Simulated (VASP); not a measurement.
# HC12 (a cell with a defect) in VASP: further runs

HC12 (a cell with a defect) is run at these levels: LDA; tasks: single point.

All numbers are computed with VASP 6.6.1; they aren't measurements. Logs are shortened: lines on timing, memory, paths and dates and some standing lists are left out, and cuts for length are marked.

## (1) The cell of the first run

The cell holds a defect, 13 atoms: a = 4.325 Å, b = 4.325 Å, c = 4.325 Å, α = 80.41°, β = 70.53°, γ = 60.00°.

## (2) Single point, LDA

Input file INCAR:

```
SYSTEM = HC12
  PREC = Accurate
  ENCUT = 520
  EDIFF = 1E-7
  ISMEAR = 0
  SIGMA = 0.05
  LREAL = .FALSE.
  LASPH = .TRUE.
  NELM = 60
  ALGO = Normal
  ISIF = 2
  LWAVE = .FALSE.
  LCHARG = .TRUE.
  LELF = .TRUE.
  LVHAR = .TRUE.
  NELECT = 48.0
  NBANDS = 36
```

Input file KPOINTS:

```
Automatic mesh
0
G
  6 6 6
  0 0 0
```

Input file POSCAR:

```
HC12
1.0
    1.7657489870     -3.5314979740     -1.7657489870
    3.5314979740     -1.7657489870      1.7657489870
   -1.7657489870     -3.5314979740      1.7657489870
C H
12 1
Direct
    0.2500000000      1.0000000000      0.2500000000
    0.0833333333      0.3333333333      0.7500000000
    0.9166666667      0.6666666667      0.2500000000
    0.7500000000      1.0000000000      0.7500000000
    0.5833333333      0.3333333333      0.2500000000
    0.4166666667      0.6666666667      0.7500000000
    0.9583333333      0.3333333333      0.1250000000
    0.7916666667      0.6666666667      0.6250000000
    0.6250000000      1.0000000000      0.1250000000
    0.4583333333      0.3333333333      0.6250000000
    0.2916666667      0.6666666667      0.1250000000
    0.1250000000      1.0000000000      0.6250000000
    1.2916666667      0.2500000000      0.5416666667
```

Potentials or basis: VASP PAW LDA potentials, release 64 (C, H).

Started as:

```sh
$ cat potpaw_LDA.64/C/POTCAR potpaw_LDA.64/H/POTCAR > POTCAR
$ mpirun -np 1 vasp_std > vasp.out
```

OUTCAR:

```text
SYSTEM = HC12
   PREC = Accurate
   ENCUT = 520
   EDIFF = 1E-7
   ISMEAR = 0
   LREAL = .FALSE.
   LASPH = .TRUE.
   NELM = 60
   ISIF = 2
   NELECT = 48.0

 ion  position               nearest neighbor table
   1  0.250  0.000  0.250-  11 1.53   9 1.53   7 1.53  12 1.53
   2  0.083  0.333  0.750-  13 1.00  12 1.53  10 1.53   7 1.53   8 1.53
   3  0.917  0.667  0.250-   8 1.53   9 1.53  11 1.53   7 1.53
   4  0.750  0.000  0.750-   8 1.53   9 1.53  10 1.53  12 1.53
   5  0.583  0.333  0.250-   9 1.53   7 1.53  10 1.53  11 1.53
   6  0.417  0.667  0.750-   8 1.53  11 1.53  12 1.53  10 1.53
   7  0.958  0.333  0.125-   1 1.53   2 1.53   5 1.53   3 1.53
   8  0.792  0.667  0.625-   4 1.53   3 1.53   2 1.53   6 1.53
   9  0.625  0.000  0.125-   5 1.53   3 1.53   4 1.53   1 1.53
  10  0.458  0.333  0.625-  13 1.12   4 1.53   5 1.53   2 1.53   6 1.53
  11  0.292  0.667  0.125-   1 1.53   3 1.53   5 1.53   6 1.53
  12  0.125  0.000  0.625-   2 1.53   1 1.53   4 1.53   6 1.53
  13  0.292  0.250  0.542-   2 1.00  10 1.12

  LATTYP: Found a base centered monoclinic cell.
 ALAT       =     4.3251840320
 B/A-ratio  =     1.7320508076
 C/A-ratio  =     1.0000000000
 COS(beta)  =    -0.3333333333

  Lattice vectors:

 A1 = (   1.7657489870,   1.7657489870,   3.5314979740)
 A2 = (  -3.5314979740,   1.7657489870,  -1.7657489870)
 A3 = (  -1.7657489870,  -3.5314979740,   1.7657489870)

Analysis of symmetry for initial positions (statically):
=====================================================================
 Subroutine PRICEL returns:
 Original cell was already a primitive cell.

 Routine SETGRP: Setting up the symmetry group for a
 base centered monoclinic supercell.

 Subroutine GETGRP returns: Found  1 space group operations
 (whereof  1 operations were pure point group operations)
 out of a pool of  4 trial point group operations.

The static configuration has the point symmetry C_1 .

Analysis of symmetry for dynamics (positions and initial velocities):
=====================================================================
 Subroutine PRICEL returns:
 Original cell was already a primitive cell.

 Routine SETGRP: Setting up the symmetry group for a
 base centered monoclinic supercell.

 Subroutine GETGRP returns: Found  1 space group operations
 (whereof  1 operations were pure point group operations)
 out of a pool of  4 trial point group operations.

The dynamic configuration has the point symmetry C_1 .

 Subroutine INISYM returns: Found  1 space group operations
 (whereof  1 operations are pure point group operations),
 and found     1 'primitive' translations

----------------------------------------------------------------------------------------

                                     Primitive cell

  volume of cell :      66.0645

  direct lattice vectors                    reciprocal lattice vectors
     1.765748987 -3.531497974 -1.765748987     0.047194326 -0.141582978 -0.235971630
     3.531497974 -1.765748987  1.765748987     0.188777304  0.000000000  0.188777304
    -1.765748987 -3.531497974  1.765748987    -0.141582978 -0.141582978  0.141582978

  length of vectors
     4.325184032  4.325184032  4.325184032     0.279205398  0.266971424  0.245228911

  position of ions in fractional coordinates (direct lattice)
     0.250000000  0.000000000  0.250000000
     0.083333333  0.333333333  0.750000000
     0.916666667  0.666666667  0.250000000
     0.750000000  0.000000000  0.750000000
     0.583333333  0.333333333  0.250000000
     0.416666667  0.666666667  0.750000000
     0.958333333  0.333333333  0.125000000
     0.791666667  0.666666667  0.625000000
     0.625000000  0.000000000  0.125000000
     0.458333333  0.333333333  0.625000000
     0.291666667  0.666666667  0.125000000
     0.125000000  0.000000000  0.625000000
     0.291666667  0.250000000  0.541666667

  ion indices of the primitive-cell ions
   primitive index   ion index
                 1           1
                 2           2
                 3           3
                 4           4
                 5           5
                 6           6
                 7           7
                 8           8
                 9           9
                10          10
                11          11
                12          12
                13          13

----------------------------------------------------------------------------------------

 KPOINTS: Automatic mesh

Automatic generation of k-mesh.
 Grid dimensions read from file:
 generate k-points for:    6    6    6

 Generating k-lattice:

  Cartesian coordinates                     Fractional coordinates (reciprocal lattice)
     0.007865721 -0.023597163 -0.039328605     0.166666667 -0.000000000 -0.000000000
     0.031462884  0.000000000  0.031462884     0.000000000  0.166666667  0.000000000
    -0.023597163 -0.023597163  0.023597163     0.000000000  0.000000000  0.166666667

  Length of vectors
     0.046534233  0.044495237  0.040871485

  Shift w.r.t. Gamma in fractional coordinates (k-lattice)
     0.000000000  0.000000000  0.000000000

 Subroutine IBZKPT returns following result:
 ===========================================

 Found    112 irreducible k-points:

 Following reciprocal coordinates:
            Coordinates               Weight
  0.000000  0.000000  0.000000      1.000000
  0.166667  0.000000  0.000000      2.000000
 -0.166667 -0.166667 -0.000000      2.000000
  0.333333 -0.000000  0.000000      2.000000
 -0.333333 -0.333333 -0.000000      2.000000
  0.500000 -0.000000  0.000000      1.000000
[... 16 lines left out ...]
 -0.166667 -0.166667 -0.166667      2.000000
  0.333333 -0.000000  0.166667      2.000000
 [... further k-points ...]
   k-points           NKPTS =    112   k-points in BZ     NKDIM =    112   number of bands    NBANDS=     36
   number of dos      NEDOS =    301   number of ions     NIONS =     13
   total plane-waves  NPLWV =  32768
   dimension x,y,z NGX =    32 NGY =   32 NGZ =   32
   dimension x,y,z NGXF=    64 NGYF=   64 NGZF=   64
   ions per type =              12   1
   NGX,Y,Z   is equivalent  to a cutoff of  12.30, 12.30, 12.30 a.u.
   NGXF,Y,Z  is equivalent  to a cutoff of  24.60, 24.60, 24.60 a.u.
 SYSTEM =  HC12
   PREC   = accura    normal or accurate (medium, high low for compatibility)
   ISTART =      0    job   : 0-new  1-cont  2-samecut
   ICHARG =      2    charge: 1-file 2-atom 10-const
   ISPIN  =      1    spin polarized calculation?
   LNONCOLLINEAR =      F non collinear calculations
   LSORBIT =      F    spin-orbit coupling
   LASPH  =      T    aspherical Exc in radial PAW
   ENCUT  =  520.0 eV  38.22 Ry    6.18 a.u.   8.04  8.04  8.04*2*pi/ulx,y,z
   NELM   =     60;   NELMIN=  2; NELMDL= -5     # of ELM steps
   EDIFF  = 0.1E-06   stopping-criterion for ELM
   LREAL  =      F    real-space projection
   EDIFFG = 0.1E-05   stopping-criterion for IOM
   NSW    =      0    number of steps for IOM
   IBRION =     -1    ionic relax: 0-MD 1-quasi-New 2-CG
   NFREE  =      0    steps in history (QN), initial steepest desc. (CG)
   ISIF   =      2    stress and relaxation
   ISYM   =      2    0-nonsym 1-usesym 2-fastsym
   POTIM  = 0.5000    time-step for ionic-motion
   TEBEG  =    0.0;   TEEND  =   0.0 temperature during run
   PSTRESS=    0.0 pullay stress
   NELECT =      48.0000    total number of electrons
   NUPDOWN=      -1.0000    fix difference up-down
   EMIN   =  10.00;   EMAX   =-10.00  energy-range for DOS
   EFERMI =   0.00;   METHOD = LEGACY
   ISMEAR =     0;   SIGMA  =   0.05  broadening in eV -4-tet -1-fermi 0-gaus
   EFERMI_NEDOS =   21; number of points for ismear=-14 and -15
   IALGO  =     38    algorithm
   IMIX   =      4    mixing-type and parameters
     AMIX     =   0.40;   BMIX     =  1.00
     AMIX_MAG =   1.60;   BMIX_MAG =  1.00
  volume/ion in A,a.u.               =       5.08        34.29
  Fermi-wavevector in a.u.,A,eV,Ry     =   1.471745  2.781195 29.470667  2.166033
  Thomas-Fermi vector in A             =   2.586844
   LORBIT       =      0    0 simple, 1 ext, 2 COOP (PROOUT), +10 PAW based schemes
   GGA     = CA    functional components
   LHFCALC =     F    Hartree Fock is set to
   AEXX    =    0.0000 exact exchange contribution
   IVDW    =     0    specifies the selected vdW correction
   LEPSILON=     F    determine dielectric tensor
   LRPA    =     F    only Hartree local field effects (RPA)
 non-spin polarized calculation
 Gauss-broadening in eV      SIGMA  =   0.05
  energy-cutoff  :      520.00
  volume of cell :       66.06
 maximum number of plane-waves:      1807
   NGX = 17   NGY = 17   NGZ = 17

 number of electron      47.9999998 magnetization

 Free energy of the ion-electron system (eV)
  ---------------------------------------------------
  ext. energy  EPLUGINS =         0.00000000
  ---------------------------------------------------
  free energy    TOTEN  =      -131.02324949 eV

  energy without entropy =     -131.02324949  energy(sigma->0) =     -131.02324949

 E-fermi :  10.6444     XC(G=0): -13.6457

 val. band max:       10.3387168144   @ k =   0.0000   0.0000   0.0000
 cond. band min:      13.5672030309   @ k =   0.3333  -0.3333   0.3333
 fundamental gap:      3.2284862164
 Fermi energy:        10.6444305245

 k-point     1 :       0.0000    0.0000    0.0000
  band No.  band energies     occupation
      1     -12.3259      2.00000
      2      -7.1943      2.00000
      3      -4.8789      2.00000
      4      -4.0176      2.00000
      5      -3.7431      2.00000
      6      -3.4380      2.00000
[... 28 lines left out ...]
     35      20.1802      0.00000
     36      20.7998      0.00000

 k-point     2 :       0.1667    0.0000    0.0000
  band No.  band energies     occupation
      1     -12.1184      2.00000
      2      -7.4839      2.00000
      3      -5.2708      2.00000
      4      -4.9119      2.00000
      5      -4.2139      2.00000
      6      -3.6909      2.00000
[... 28 lines left out ...]
     35      20.2147      0.00000
     36      20.4938      0.00000

 k-point     3 :      -0.1667   -0.1667   -0.0000
  band No.  band energies     occupation
      1     -12.1152      2.00000
      2      -7.4985      2.00000
      3      -5.3346      2.00000
      4      -4.9032      2.00000
      5      -4.1418      2.00000
      6      -3.5499      2.00000
[... 28 lines left out ...]
     35      20.2151      0.00000
     36      20.4826      0.00000

 k-point     4 :       0.3333   -0.0000    0.0000
  band No.  band energies     occupation
      1     -11.5613      2.00000
      2      -8.3422      2.00000
      3      -6.2316      2.00000
      4      -5.1533      2.00000
      5      -4.9111      2.00000
      6      -4.1283      2.00000
[... 28 lines left out ...]
     35      20.3336      0.00000
     36      20.4400      0.00000

 k-point     5 :      -0.3333   -0.3333   -0.0000
  band No.  band energies     occupation
      1     -11.5454      2.00000
      2      -8.3760      2.00000
      3      -6.3381      2.00000
      4      -5.1809      2.00000
      5      -4.8041      2.00000
      6      -4.0206      2.00000
[... 655 lines left out ...]
 k-point    22 :       0.1667   -0.0000    0.1667
  band No.  band energies     occupation
      1     -12.0677      2.00000
      2      -7.4942      2.00000
      3      -5.4914      2.00000
      4      -4.7012      2.00000
      5      -4.0937      2.00000
      6      -3.4675      2.00000
[... 28 lines left out ...]
     35      20.5525      0.00000
     36      21.5523      0.00000

 k-point    23 :      -0.1667   -0.1667   -0.1667
  band No.  band energies     occupation
      1     -12.0643      2.00000
      2      -7.5221      2.00000
      3      -5.5312      2.00000
      4      -4.5864      2.00000
      5      -3.9985      2.00000
      6      -3.5912      2.00000
[... 28 lines left out ...]
     35      20.5965      0.00000
     36      21.5538      0.00000

 k-point    24 :       0.3333   -0.0000    0.1667
  band No.  band energies     occupation
      1     -11.5945      2.00000
      2      -8.0179      2.00000
      3      -6.0719      2.00000
      4      -5.2109      2.00000
      5      -4.8687      2.00000
      6      -4.3072      2.00000
[... 28 lines left out ...]
     35      19.6405      0.00000
     36      20.6608      0.00000

 [... further k-points ...]
[... 5 lines left out ...]
  --------------------------------------------------------------------------------------
  -------------------------------------------------------------------------------------
  Total       -6.3829294     -6.3381263     -3.8261181     -2.1517472     -0.3880225     -3.5031502
  in kB     -154.7969789   -153.7104272    -92.7899232    -52.1835578     -9.4102103    -84.9573975
  external PRESSURE =    -133.7657764 kB  Pullay stress =       0.0000000 kB

 VOLUME and BASIS-vectors are now :
 -----------------------------------------------------------------------------
  energy-cutoff  :      520.00
  volume of cell :       66.06
      direct lattice vectors                 reciprocal lattice vectors
     1.765748987 -3.531497974 -1.765748987     0.047194326 -0.141582978 -0.235971630
     3.531497974 -1.765748987  1.765748987     0.188777304  0.000000000  0.188777304
    -1.765748987 -3.531497974  1.765748987    -0.141582978 -0.141582978  0.141582978

 POSITION                                       TOTAL-FORCE (eV/Angst)
 -----------------------------------------------------------------------------------
      0.00000     -1.76575      0.00000         0.077655      0.547621     -0.418303
     -0.00000     -3.53150      1.76575        -4.169496      0.234845      8.717682
      3.53150     -5.29725     -0.00000         0.283724      0.231922     -0.150115
      0.00000     -5.29725      0.00000        -0.346265     -0.217014      0.353555
      1.76575     -3.53150      0.00000         1.530416      0.641246     -1.201737
      1.76575     -5.29725      1.76575        -0.155473     -0.140259      0.659760
      2.64862     -4.41437     -0.88287        -0.391937     -0.950337     -0.062513
      2.64862     -6.18012      0.88287         0.242203      0.425084     -0.110869
      0.88287     -2.64862     -0.88287        -0.066339      0.079516     -0.286026
      0.88287     -4.41437      0.88287         2.791864     -5.288580     -1.430222
      2.64862     -2.64862      0.88287        -0.117659     -0.018082      0.192399
     -0.88287     -2.64862      0.88287        -1.496411      1.426185     -0.529216
      0.44144     -3.38435      0.88287         1.817718      3.027852     -5.734394
 -----------------------------------------------------------------------------------
    total drift:                                0.000057      0.000090     -0.000090

  FREE ENERGIE OF THE ION-ELECTRON SYSTEM (eV)
  ---------------------------------------------------
  free  energy   TOTEN  =      -131.0232494940 eV

  energy  without entropy=     -131.0232494940  energy(sigma->0) =     -131.02324949
```

Run time: 3.4 min. Hardware: 1 thread of Intel Xeon 8259CL, shared host; peak memory 0.28 GiB.

What came out:

```
Free energy   : -131.0232 eV
Largest force : 9.666 eV/Å
```

Forces on the atoms (eV/Å):
```
C    0.078  0.548 -0.418
C   -4.169  0.235  8.718
C    0.284  0.232 -0.150
C   -0.346 -0.217  0.354
C    1.530  0.641 -1.202
C   -0.155 -0.140  0.660
C   -0.392 -0.950 -0.063
C    0.242  0.425 -0.111
C   -0.066  0.080 -0.286
C    2.792 -5.289 -1.430
C   -0.118 -0.018  0.192
C   -1.496  1.426 -0.529
H    1.818  3.028 -5.734
```

Caveat: the cell carries a net charge on a neutralising background, which shifts energy and pressure; the cell is charged against a uniform background, so pressure and absolute levels hang on convention.

(Continued in part 2 of 2.)
